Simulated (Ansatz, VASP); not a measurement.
MgB2 in VASP and in Ansatz

```xyz
3
Lattice="3.0687 0.0000 0.0000 -1.5343 2.6576 0.0000 0.0000 0.0000 3.5130" Properties=species:S:1:pos:R:3 pbc="T T T"
Mg    0.0000    0.0000    0.0000
B     0.0000    1.7717    1.7565
B     1.5343    0.8859    1.7565
```

Alike in both runs: functional r2SCAN; k mesh 15 × 15 × 12; occupations fermi-dirac, width 0.15 eV; no spin polarisation.

Ansatz relaxed the structure, and its values are those at the end. VASP's run is a single point on that final structure, the one shown.

|  | VASP | Ansatz |
| --- | --- | --- |
| version | VASP 6.6.1 | Ansatz 0.2.0 |
| potentials or method | VASP PAW PBE potentials, release 64 (Mg, B), cutoff 520 eV | scalar-relativistic, plane waves, PAW |
| valence electrons in the cell | 8 | 16 |

VASP gave:

```
gap on the k mesh at the Fermi level (eV) : none
pressure (GPa)                            : -0.4
```

Task: Which values does Ansatz return?

Result: gap on the k mesh at the Fermi level (eV): none; pressure (GPa): 0.0.

VASP's potentials were made for PBE, not for r2SCAN. A gap of «none» marks a metal or a gap that the smearing closes. VASP's potentials hold 8 valence electrons a cell and Ansatz's 16, so a difference there can come from the potentials and not from the codes.
